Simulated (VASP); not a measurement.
Set up this calculation in VASP 6.6.1, as the native input.

- Task: electric field gradients
- Functional: PBE
- Potentials or basis: VASP PAW PBE potentials, release 64 (Pb_d, H)
- Cutoff: 520 eV
- k mesh: 11 × 11 × 6
- Occupations: fermi-dirac, width 0.05 eV
- Spin: no spin polarisation
- Dipole correction: no
- Further INCAR settings: ALGO = Normal; EDIFF = 1e-08; NBANDS = 15

The structure of H2Pb (CdI2 type) lies in POSCAR:

```
H2Pb
1.0
    3.7500520039      0.0000000000      0.0000000000
   -1.8750260019      3.2476403009      0.0000000000
    0.0000000000      0.0000000000      3.6439737521
Pb H
1 2
Direct
    0.0000000000      0.0000000000      0.0000000000
    0.3333333333      0.6666666667      0.2286228593
    0.6666666667      0.3333333333      0.7713771407
```

The input as run:

INCAR

```
SYSTEM = H2Pb
ALGO     = Normal         ! electronic algorithm
EDIFF    = 1E-8           ! SCF threshold, eV
ENCUT    = 520            ! plane-wave cutoff, eV
GGA      = PE             ! functional
ISIF     = 2              ! what is computed and relaxed
ISMEAR   = -1             ! smearing method
LASPH    = .TRUE.         ! aspherical terms in the spheres
LCHARG   = .FALSE.        ! write CHGCAR
LEFG     = .TRUE.       
LREAL    = .FALSE.        ! projectors in reciprocal space
LWAVE    = .FALSE.        ! write WAVECAR
NBANDS   = 15             ! bands
NELM     = 80             ! most SCF steps
PREC     = Accurate       ! precision mode
SIGMA    = 0.05           ! smearing width, eV
```

KPOINTS

```
k-points
0
G
  11 11 6
  0 0 0
```

Potentials or basis: VASP PAW PBE potentials, release 64 (Pb_d, H).

Launch:

```console
$ cat potpaw_PBE.64/Pb_d/POTCAR potpaw_PBE.64/H/POTCAR > POTCAR
$ mpirun -np 1 vasp_std > vasp.out
```

Results of the run:

| Quantity | Value |
| --- | --- |
| Pressure | -0.1 GPa |
| Band gap on the k mesh | zero (bands 8 and 9 overlap by 3.97 eV) |
| Largest electric field gradient by atom | Pb +47.9; H -0.9 V/Å² |

Caveat: without QUAD_EFG the Cq values of the log hold for a quadrupole moment of 1 mb, not for the nuclei; spin-orbit coupling is left out, which moves the levels of the heavy elements.

Run time: 77 s on 1 thread of AMD EPYC 7R13, with other jobs on the host, peak memory 0.16 GiB.
